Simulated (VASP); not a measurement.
Wanted: the native input for a VASP 6.6.1 run.

| Property | Result |
| --- | --- |
| Task | single point |
| Functional | PBE |
| Potentials or basis | VASP PAW PBE potentials, release 64 (Ag, Cl) |
| Cutoff | 520 eV |
| k mesh | 8 × 8 × 8 |
| Occupations | gaussian, width 0.05 eV |
| Spin | no spin polarisation |
| Dipole correction | no |
| Further INCAR settings | ALGO = Normal; EDIFF = 1e-06; NBANDS = 16 |

The structure of AgCl lies in POSCAR:

```
AgCl
1.0
    0.0000000000      2.7176870000      2.7176870000
    2.7731500000     -0.0554630000      2.7731500000
    2.7731500000      2.7731500000     -0.0554630000
Ag Cl
1 1
Direct
    0.5000000000      0.5000000000      0.5000000000
    0.0000000000      0.0000000000      0.0000000000
```

This cell differs from its parent crystal: strain -0.0400 x Voigt [0, 0, 0, 1, 0, 0].

One way to write it, as run:

INCAR

```
  ALGO = Normal
  EDIFF = 1E-6
  ENCUT = 520
  GGA = PE
  ISIF = 2
  ISMEAR = 0
  LASPH = T
  LCHARG = F
  LREAL = F
  LWAVE = F
  NBANDS = 16
  NELM = 60
  PREC = Accurate
  SIGMA = 0.05
```

KPOINTS

```
k-points
0
Gamma
  8 8 8
```

Potentials or basis: VASP PAW PBE potentials, release 64 (Ag, Cl).

Launch:

```console
$ cat potpaw_PBE.64/Ag/POTCAR potpaw_PBE.64/Cl/POTCAR > POTCAR
$ mpirun -np 1 vasp_std > vasp.out
```

It gave:

```
Pressure               : 1.5 GPa
Band gap on the k mesh : 0.87 eV (least direct gap 3.13 eV)
```

Caveat: the cell differs from its parent crystal (strain -0.0400 x Voigt [0, 0, 0, 1, 0, 0]).

Wall time 54 s on 1 thread of Intel(R) Xeon(R) Platinum 8259CL CPU @ 2.50GHz (Skylake/Cascade Lake), on a shared host, peak memory 0.21 GiB.
